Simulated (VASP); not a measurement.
Here is a VASP 6.6.1 calculation.

Contents of POSCAR:

```
Al3Cu
1.0
    3.9863486856      0.0000000000      0.0000000000
    0.0000000000      3.8891206689      0.0000000000
    0.0000000000      0.0000000000      3.8891206689
Al Cu
3 1
Direct
    0.0000000000      0.5000000000      0.5000000000
    0.5000000000      0.0000000000      0.5000000000
    0.5000000000      0.5000000000      0.0000000000
    0.0000000000      0.0000000000      0.0000000000
```

The input INCAR.step1:

```
ALGO     = Normal         # electronic algorithm
EDIFF    = 1E-4           # SCF threshold, eV
ENCUT    = 520            # plane-wave cutoff, eV
GGA      = PE             # functional
ISMEAR   = 0              # smearing method
LASPH    = T              # aspherical terms in the spheres
LCHARG   = F              # write CHGCAR
LREAL    = F              # projectors in reciprocal space
LWAVE    = T              # write WAVECAR
NBANDS   = 18             # bands
NELM     = 60             # most SCF steps
PREC     = Accurate       # precision mode
SIGMA    = 0.15           # smearing width, eV
```

Contents of INCAR.step2:

```
ALGO     = Normal         # electronic algorithm
EDIFF    = 1E-6           # SCF threshold, eV
ENCUT    = 520            # plane-wave cutoff, eV
ISIF     = 2              # what is computed and relaxed
ISMEAR   = 0              # smearing method
ISTART   = 1            
LASPH    = T              # aspherical terms in the spheres
LCHARG   = F              # write CHGCAR
LMIXTAU  = T            
LREAL    = F              # projectors in reciprocal space
LWAVE    = F              # write WAVECAR
METAGGA  = R2SCAN         # meta-GGA
NBANDS   = 18             # bands
NELM     = 60             # most SCF steps
PREC     = Accurate       # precision mode
SIGMA    = 0.15           # smearing width, eV
```

File KPOINTS:

```
k-points
0
Gamma
  12 12 12
```

Potentials or basis: VASP PAW PBE potentials, release 64 (Al, Cu).

Command:

```sh
$ cat potpaw_PBE.64/Al/POTCAR potpaw_PBE.64/Cu/POTCAR > POTCAR
$ cp INCAR.step1 INCAR
$ mpirun -np 1 vasp_std > vasp.out
$ cp INCAR.step2 INCAR
$ mpirun -np 1 vasp_std > vasp.out
```

(1) What does it give for the band gap on the k mesh?

(2) What does it give for the pressure?

Answers

(1) zero (bands 10 and 11 overlap by 4.18 eV).

(2) -2.6 GPa.

Caveat: the cell differs from its parent crystal (strain +0.0250 x Voigt [1, 0, 0, 0, 0, 0]); the PAW data sets were made with another functional, which shifts forces and pressure a little.
